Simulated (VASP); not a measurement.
# Ti (Fm-3m) in VASP: settings compared

Ti is run at these levels: BLYP+D4, PBE, BLYP+D3(BJ); tasks: single point, relaxation of cell and atoms.

Everything below comes from runs of VASP 6.6.1. Logs are shortened: lines on timing, memory, paths and dates and some standing lists are left out, and cuts for length are marked.

## Step 1: The cell of the first run

Symmetry: Fm-3m, No. 225, cubic system. The conventional cell has a = 4.094 Å, b = 4.094 Å, c = 4.094 Å, α = 90.00°, β = 90.00°, γ = 90.00°. Within 3.8 Å of Ti (site symmetry m-3m) lie 12 Ti at 2.89 Å.

This isn't the form of Ti at room conditions, which is hcp.

## Step 2: Single point, BLYP+D4

INCAR

```
  AGGAC = 1.0
  AGGAX = 1.0
  ALDAC = 0.0
  ALDAX = 1.0
  ALGO = Normal
  EDIFF = 1E-7
  ENCUT = 520
  GGA = B5
  ISIF = 2
  ISMEAR = -1
  IVDW = 13
  LASPH = T
  LCHARG = F
  LREAL = F
  LWAVE = F
  NBANDS = 12
  NELM = 100
  PREC = Accurate
  SIGMA = 0.05
  VDW_A1 = 0.44488865
  VDW_A2 = 4.0933009
  VDW_S6 = 1.0
  VDW_S8 = 2.34076671
```

KPOINTS

```
k-points
0
Gamma
  11 11 11
```

POSCAR

```
Ti
1.0
    0.0000000000      2.0469725689      2.0469725689
    2.0469725689      0.0000000000      2.0469725689
    2.0469725689      2.0469725689      0.0000000000
Ti
1
Direct
    0.0000000000      0.0000000000      0.0000000000
```

Potentials or basis: VASP PAW PBE potentials, release 64 (Ti_sv).

The run is started by

```bash
$ cat potpaw_PBE.64/Ti_sv/POTCAR > POTCAR
$ mpirun -np 1 vasp_std > vasp.out
```

OUTCAR:

```text
EDIFF = 1E-7
   ENCUT = 520
   GGA = B5
   ISIF = 2
   ISMEAR = -1
   IVDW = 13
   LASPH = T
   LREAL = F
   NELM = 100
   PREC = Accurate

 ion  position               nearest neighbor table
   1  0.000  0.000  0.000-

  LATTYP: Found a face centered cubic cell.
 ALAT       =     4.0939451378

  Lattice vectors:

 A1 = (   0.0000000000,   2.0469725689,   2.0469725689)
 A2 = (   2.0469725689,   0.0000000000,   2.0469725689)
 A3 = (   2.0469725689,   2.0469725689,   0.0000000000)

Analysis of symmetry for initial positions (statically):
=====================================================================
 Subroutine PRICEL returns:
 Original cell was already a primitive cell.

 Routine SETGRP: Setting up the symmetry group for a
 face centered cubic supercell.

 Subroutine GETGRP returns: Found 48 space group operations
 (whereof 48 operations were pure point group operations)
 out of a pool of 48 trial point group operations.

The static configuration has the point symmetry O_h .

Analysis of symmetry for dynamics (positions and initial velocities):
=====================================================================
 Subroutine PRICEL returns:
 Original cell was already a primitive cell.

 Routine SETGRP: Setting up the symmetry group for a
 face centered cubic supercell.

 Subroutine GETGRP returns: Found 48 space group operations
 (whereof 48 operations were pure point group operations)
 out of a pool of 48 trial point group operations.

The dynamic configuration has the point symmetry O_h .

 Subroutine INISYM returns: Found 48 space group operations
 (whereof 48 operations are pure point group operations),
 and found     1 'primitive' translations

----------------------------------------------------------------------------------------

                                     Primitive cell

  volume of cell :      17.1540

  direct lattice vectors                    reciprocal lattice vectors
     0.000000000  2.046972569  2.046972569    -0.244263166  0.244263166  0.244263166
     2.046972569  0.000000000  2.046972569     0.244263166 -0.244263166  0.244263166
     2.046972569  2.046972569  0.000000000     0.244263166  0.244263166 -0.244263166

  length of vectors
     2.894856369  2.894856369  2.894856369     0.423076214  0.423076214  0.423076214

  position of ions in fractional coordinates (direct lattice)
     0.000000000  0.000000000  0.000000000

  ion indices of the primitive-cell ions
   primitive index   ion index
                 1           1

----------------------------------------------------------------------------------------

 KPOINTS: k-points

Automatic generation of k-mesh.
 Grid dimensions read from file:
 generate k-points for:   11   11   11

 Generating k-lattice:

  Cartesian coordinates                     Fractional coordinates (reciprocal lattice)
    -0.022205742  0.022205742  0.022205742     0.090909091  0.000000000  0.000000000
     0.022205742 -0.022205742  0.022205742     0.000000000  0.090909091  0.000000000
     0.022205742  0.022205742 -0.022205742     0.000000000  0.000000000  0.090909091

  Length of vectors
     0.038461474  0.038461474  0.038461474

  Shift w.r.t. Gamma in fractional coordinates (k-lattice)
     0.000000000  0.000000000  0.000000000

 Subroutine IBZKPT returns following result:
 ===========================================

 Found     56 irreducible k-points:

 Following reciprocal coordinates:
            Coordinates               Weight
  0.000000  0.000000  0.000000      1.000000
  0.090909  0.000000  0.000000      8.000000
  0.181818  0.000000  0.000000      8.000000
  0.272727  0.000000  0.000000      8.000000
  0.363636  0.000000  0.000000      8.000000
  0.454545  0.000000  0.000000      8.000000
[... 16 lines left out ...]
 -0.272727  0.181818  0.000000     24.000000
 -0.181818  0.181818  0.000000     12.000000
 [... further k-points ...]
   k-points           NKPTS =     56   k-points in BZ     NKDIM =     56   number of bands    NBANDS=     12
   number of dos      NEDOS =    301   number of ions     NIONS =      1
   total plane-waves  NPLWV =  13824
   dimension x,y,z NGX =    24 NGY =   24 NGZ =   24
   dimension x,y,z NGXF=    48 NGYF=   48 NGZF=   48
   ions per type =               1
   NGX,Y,Z   is equivalent  to a cutoff of  13.78, 13.78, 13.78 a.u.
   NGXF,Y,Z  is equivalent  to a cutoff of  27.57, 27.57, 27.57 a.u.
 SYSTEM =  unknown system
   PREC   = accura    normal or accurate (medium, high low for compatibility)
   ISTART =      0    job   : 0-new  1-cont  2-samecut
   ICHARG =      2    charge: 1-file 2-atom 10-const
   ISPIN  =      1    spin polarized calculation?
   LNONCOLLINEAR =      F non collinear calculations
   LSORBIT =      F    spin-orbit coupling
   LASPH  =      T    aspherical Exc in radial PAW
   ENCUT  =  520.0 eV  38.22 Ry    6.18 a.u.   5.38  5.38  5.38*2*pi/ulx,y,z
   NELM   =    100;   NELMIN=  2; NELMDL= -5     # of ELM steps
   EDIFF  = 0.1E-06   stopping-criterion for ELM
   LREAL  =      F    real-space projection
   EDIFFG = 0.1E-05   stopping-criterion for IOM
   NSW    =      0    number of steps for IOM
   IBRION =     -1    ionic relax: 0-MD 1-quasi-New 2-CG
   NFREE  =      0    steps in history (QN), initial steepest desc. (CG)
   ISIF   =      2    stress and relaxation
   ISYM   =      2    0-nonsym 1-usesym 2-fastsym
   POTIM  = 0.5000    time-step for ionic-motion
   TEBEG  =    0.0;   TEEND  =   0.0 temperature during run
   PSTRESS=    0.0 pullay stress
   NELECT =      12.0000    total number of electrons
   NUPDOWN=      -1.0000    fix difference up-down
   EMIN   =  10.00;   EMAX   =-10.00  energy-range for DOS
   EFERMI =   0.00;   METHOD = LEGACY
   ISMEAR =    -1;   SIGMA  =   0.05  broadening in eV -4-tet -1-fermi 0-gaus
   EFERMI_NEDOS =   21; number of points for ismear=-14 and -15
   IALGO  =     38    algorithm
   IMIX   =      4    mixing-type and parameters
     AMIX     =   0.40;   BMIX     =  1.00
     AMIX_MAG =   1.60;   BMIX_MAG =  1.00
  volume/ion in A,a.u.               =      17.15       115.76
  Fermi-wavevector in a.u.,A,eV,Ry     =   1.453271  2.746284 28.735452  2.111996
  Thomas-Fermi vector in A             =   2.570557
   LORBIT       =      0    0 simple, 1 ext, 2 COOP (PROOUT), +10 PAW based schemes
   GGA     = B5    functional components
   LHFCALC =     F    Hartree Fock is set to
   AEXX    =    0.0000 exact exchange contribution
   IVDW    =    13    specifies the selected vdW correction
   LEPSILON=     F    determine dielectric tensor
   LRPA    =     F    only Hartree local field effects (RPA)
 non-spin polarized calculation
  energy-cutoff  :      520.00
  volume of cell :       17.15
 maximum number of plane-waves:       479
 NGX is ok and might be reduce to    24
   NGX = 11   NGY = 11   NGZ = 11

 number of electron      12.0000003 magnetization

 Free energy of the ion-electron system (eV)
  ---------------------------------------------------
  ext. energy  EPLUGINS =         0.00000000
  ---------------------------------------------------
  free energy    TOTEN  =        -6.71776134 eV

  energy without entropy =       -6.70771436  energy(sigma->0) =       -6.71273785

 E-fermi :   8.8151     XC(G=0): -11.0173

 val. band max:        8.7331880123   @ k =   0.1818   0.1818   0.0000
 cond. band min:       8.8281532273   @ k =   0.2727   0.0000   0.0000
 fundamental gap:      0.0949652149
 Fermi energy:         8.8150910425

 k-point     1 :       0.0000    0.0000    0.0000
  band No.  band energies     occupation
      1     -47.6424      2.00000
      2     -23.6539      2.00000
      3     -23.6539      2.00000
      4     -23.6539      2.00000
      5       2.8876      2.00000
      6       9.6280      0.00000
      7       9.6280      0.00000
      8       9.6280      0.00000
      9      11.2830      0.00000
     10      11.2830      0.00000
     11      24.2577      0.00000
     12      28.8404      0.00000

 k-point     2 :       0.0909    0.0000    0.0000
  band No.  band energies     occupation
      1     -47.6322      2.00000
      2     -23.7115      2.00000
      3     -23.6611      2.00000
      4     -23.6611      2.00000
      5       3.1557      2.00000
      6       9.4710      0.00000
      7       9.7214      0.00000
      8       9.7214      0.00000
      9      11.2263      0.00000
     10      11.2263      0.00000
     11      24.4523      0.00000
     12      27.0620      0.00000

 k-point     3 :       0.1818    0.0000    0.0000
  band No.  band energies     occupation
      1     -47.6044      2.00000
      2     -23.8641      2.00000
      3     -23.6804      2.00000
      4     -23.6804      2.00000
      5       3.9060      2.00000
      6       9.1121      0.00525
      7       9.8890      0.00000
      8       9.8890      0.00000
      9      11.1879      0.00000
     10      11.1879      0.00000
     11      23.8006      0.00000
     12      25.3590      0.00000
[... 286 lines left out ...]
 k-point    23 :      -0.2727    0.1818    0.0000
  band No.  band energies     occupation
      1     -47.5243      2.00000
      2     -24.1565      2.00000
      3     -23.8744      2.00000
      4     -23.7282      2.00000
      5       6.3496      2.00000
      6       8.5053      1.99593
      7       9.1479      0.00257
      8      10.2642      0.00000
      9      11.1480      0.00000
     10      12.9910      0.00000
     11      20.1875      0.00000
     12      22.4645      0.00000

 k-point    24 :      -0.1818    0.1818    0.0000
  band No.  band energies     occupation
      1     -47.5555      2.00000
      2     -24.0415      2.00000
      3     -23.8135      2.00000
      4     -23.6989      2.00000
      5       5.3586      2.00000
      6       8.5928      1.97683
      7       9.5763      0.00000
      8      10.5144      0.00000
      9      10.5266      0.00000
     10      12.2470      0.00000
     11      22.5013      0.00000
     12      22.9514      0.00000

 [... further k-points ...]

------------------------ aborting loop because EDIFF is reached ----------------------------------------

  DFT-D4 for vdW energy calculation

  Edisp (eV):   -0.38104

  FORCE on cell =-STRESS in cart. coord.  units (eV):
  Direction    XX          YY          ZZ          XY          YZ          ZX
  --------------------------------------------------------------------------------------
  -------------------------------------------------------------------------------------
  Total      -0.00704    -0.00704    -0.00704    -0.00000    -0.00000     0.00000
  in kB      -0.65742    -0.65742    -0.65742    -0.00000    -0.00000     0.00000
  external pressure =       -0.66 kB  Pullay stress =        0.00 kB

 VOLUME and BASIS-vectors are now :
 -----------------------------------------------------------------------------
  energy-cutoff  :      520.00
  volume of cell :       17.15
      direct lattice vectors                 reciprocal lattice vectors
     0.000000000  2.046972569  2.046972569    -0.244263166  0.244263166  0.244263166
     2.046972569  0.000000000  2.046972569     0.244263166 -0.244263166  0.244263166
     2.046972569  2.046972569  0.000000000     0.244263166  0.244263166 -0.244263166

 POSITION                                       TOTAL-FORCE (eV/Angst)
 -----------------------------------------------------------------------------------
      0.00000      0.00000      0.00000         0.000000      0.000000      0.000000
 -----------------------------------------------------------------------------------
    total drift:                                0.000000      0.000000      0.000000

  FREE ENERGIE OF THE ION-ELECTRON SYSTEM (eV)
  ---------------------------------------------------
  free  energy   TOTEN  =        -7.0987973740 eV

  energy  without entropy=       -7.0887503976  energy(sigma->0) =       -7.09377389
```

Run time: 21 s. Hardware: 1 thread of Intel Xeon 8259CL, shared host; peak memory 0.14 GiB.

Results:

* Free energy: -7.0988 eV
* Pressure: -0.1 GPa
* Band gap on the k mesh: zero (bands 6 and 7 overlap by 1.10 eV)
* Dispersion energy per atom: -0.381 eV

Levels at points of the mesh, in eV from the Fermi level:
```
           k point  band 4  band 5  band 6  band 7  band 8  band 9
(0.00, 0.00, 0.00)  -32.47   -5.93    0.81    0.81    0.81    2.47
```

Caveat: the PAW data sets were made with another functional, which shifts forces and pressure a little.

## Step 3: Single point, PBE

This run uses another cell than the first one, of 16.73 Å³/atom.

INCAR

```
PREC = Accurate
ENCUT = 520
EDIFF = 1E-7
ISMEAR = 0
SIGMA = 0.027000000000000003
LREAL = False
LASPH = True
NELM = 60
ALGO = Normal
ISIF = 2
LWAVE = False
LCHARG = False
GGA = PE
NBANDS = 12
```

KPOINTS

```
regular mesh
0
Gamma
  11 11 11
```

POSCAR

```
Ti
1.0
    0.0000000000      2.0300000000      2.0300000000
    2.0300000000      0.0000000000      2.0300000000
    2.0300000000      2.0300000000      0.0000000000
Ti
1
Direct
    0.0000000000      0.0000000000      0.0000000000
```

Potentials or basis: VASP PAW PBE potentials, release 64 (Ti_sv).

The run is started by

```bash
$ cat potpaw_PBE.64/Ti_sv/POTCAR > POTCAR
$ mpirun -np 1 vasp_std > vasp.out
```

Run time: 18 s. Hardware: 1 thread of Intel Xeon 8259CL, shared host; peak memory 0.14 GiB.

Results (log left out):

```
Free energy            : -7.7758 eV
Pressure               : 3.5 GPa
Band gap on the k mesh : zero (bands 6 and 7 overlap by 1.19 eV)
```

Levels at points of the mesh, in eV from the Fermi level:
```tsv
k point	band 2	band 3	band 4	band 5	band 6	band 7	band 8	band 9	band 10	band 11
(0.00, 0.00, 0.00)	-32.43	-32.43	-32.43	-6.18	0.92	0.92	0.92	2.64	2.64	15.46
```

Caveat: the cell stands under pressure.

## Step 4: Single point, PBE

This run uses another cell than the first one, of 16.73 Å³/atom.

INCAR

```
PREC = Accurate
ENCUT = 520
EDIFF = 1E-7
ISMEAR = 0
SIGMA = 0.028000000000000004
LREAL = F
LASPH = T
NELM = 60
ALGO = Normal
ISIF = 2
LWAVE = F
LCHARG = F
GGA = PE
NBANDS = 12
```

KPOINTS is that of step 3.

POSCAR is that of step 3.

The run is started by

```bash
$ cat potpaw_PBE.64/Ti_sv/POTCAR > POTCAR
$ mpirun -np 1 vasp_std > vasp.out
```

Wall time 14 s (1 thread of Intel Xeon 8259CL, shared host); peak memory 0.14 GiB.

The run converged. Its results:

| Quantity | Value |
| --- | --- |
| Free energy | -7.7758 eV |
| Pressure | 3.5 GPa |
| Band gap on the k mesh | zero (bands 6 and 7 overlap by 1.19 eV) |

Levels at points of the mesh, in eV from the Fermi level:
```csv
k point,band 2,band 3,band 4,band 5,band 6,band 7,band 8,band 9,band 10,band 11
"(0.00, 0.00, 0.00)",-32.43,-32.43,-32.43,-6.18,0.92,0.92,0.92,2.64,2.64,15.46
```

Caveat: the cell stands under pressure.

(Part 1 of 2 ends here.)
